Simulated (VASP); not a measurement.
Write the native input for VASP 6.6.1 that does the following.

| Property | Result |
| --- | --- |
| Task | single point |
| Functional | PBE |
| Potentials or basis | VASP PAW PBE potentials, release 64 (Au, Zn) |
| Cutoff | 520 eV |
| k mesh | 8 × 8 × 8 |
| Occupations | fermi-dirac, width 0.05 eV |
| Spin | no spin polarisation |
| Dipole correction | no |
| Further INCAR settings | ALGO = Fast; EDIFF = 1e-06; NBANDS = 18 |

The structure of ZnAu lies in POSCAR:

```
ZnAu
1.0
    3.1470000000      0.0000000000      0.0000000000
    0.0000000000      3.1470000000      0.0000000000
    0.0000000000      0.0000000000      3.1470000000
Au Zn
1 1
Direct
    0.0044500000     -0.0030310000     -0.0105960000
    0.4851550000      0.5154480000      0.5024370000
```

This cell differs from its parent crystal: atoms moved at random.

One way to write it, as run:

INCAR

```
SYSTEM = ZnAu
PREC = Accurate
ENCUT = 520
EDIFF = 1E-6
ISMEAR = -1
SIGMA = 0.05
LREAL = .False.
LASPH = .True.
NELM = 60
ALGO = Fast
ISIF = 2
LWAVE = .False.
LCHARG = .True.
GGA = PE
LELF = .True.
LVHAR = .True.
NBANDS = 18
```

KPOINTS

```
regular mesh
0
Gamma
  8 8 8
  0 0 0
```

Potentials or basis: VASP PAW PBE potentials, release 64 (Au, Zn).

Launch:

```sh
$ cat potpaw_PBE.64/Au/POTCAR potpaw_PBE.64/Zn/POTCAR > POTCAR
$ mpirun -np 1 vasp_std > vasp.out
```

Results of the run:

| Property | Result |
| --- | --- |
| Pressure | 5.6 GPa |
| Largest force | 0.376 eV/Å |

Caveat: the cell differs from its parent crystal (atoms moved at random).

Run time: 78 s on 1 thread of AMD EPYC 7R13 Processor (Zen 3), with other jobs on the host, peak memory 0.23 GiB.
